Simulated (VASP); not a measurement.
Here is a VASP 6.6.1 calculation.

INCAR

```
ALGO = Normal
EDIFF = 1E-7
ENCUT = 520
ISIF = 2
ISMEAR = -1
LASPH = T
LCHARG = F
LREAL = F
LWAVE = F
NBANDS = 16
NELM = 100
PREC = Accurate
SIGMA = 0.03
```

The input KPOINTS:

```
k-points
0
Gamma
  6 6 5
```

Contents of POSCAR:

```
Se
1.0
    4.3661999489      0.0000000000      0.0000000000
   -2.1830999745      3.7812400738      0.0000000000
    0.0000000000      0.0000000000      4.8545280000
Se
3
Direct
    0.2254000000      0.0000000000      0.3333333333
    0.0000000000      0.2254000000      0.6666666667
    0.7746000000      0.7746000000      0.0000000000
```

Potentials or basis: VASP PAW LDA potentials, release 64 (Se).

Run with:

```bash
$ cat potpaw_LDA.64/Se/POTCAR > POTCAR
$ mpirun -np 1 vasp_std > vasp.out
```

(1) Estimate the band gap on the k mesh.

(2) Estimate the pressure.

(3) Predict the largest force.

## Answers

(1) 1.14 eV, indirect (least direct gap 1.56 eV).

(2) 0.6 GPa.

(3) 0.509 eV/Å.

Caveat: the cell differs from its parent crystal (zz strain of -2 %).
